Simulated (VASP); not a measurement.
The system is WS2.

```
W S
1.0
     3.16994    0.00000    0.00000
    -1.58497    2.74525    0.00000
     0.00000    0.00000   12.49119
W S
2 4
Cartesian
  1.5850 0.9151 3.1228
  0.0000 1.8302 9.3684
  1.5850 0.9151 7.8057
  0.0000 1.8302 4.6855
  1.5850 0.9151 10.9311
  0.0000 1.8302 1.5601
```

Base run:

```yaml
Program: VASP 6.6.1
Functional: r2SCAN
Dispersion: rVV10
Potentials_or_basis: VASP PAW PBE potentials, release 64 (W_sv, S)
Cutoff: 520 eV
k_mesh: 12 × 12 × 2
Occupations: fermi-dirac, width 0.02 eV
Spin: no spin polarisation
```

Its results: band gap on the k mesh 1.15 eV (least direct gap 1.90 eV); pressure 0.4 GPa; largest force 0.042 eV/Å.

Q: The run is repeated on the same cell with these changes: functional from r2SCAN to PBE; dispersion from rVV10 to none. What comes out?

A: Band gap on the k mesh 1.06 eV (least direct gap 1.78 eV); pressure 3.2 GPa; largest force 0.198 eV/Å.

Several settings changed at once.

Caveats: spin-orbit coupling is left out, which moves the levels of the heavy elements; the PAW data sets were made with another functional, which shifts forces and pressure a little (at least some runs); the cell stands under pressure (at least some runs); this functional lacks dispersion, which binds layers or chains, so the pressure and a relaxed spacing across them are unreliable (at least some runs).

A k mesh can miss the band edges.
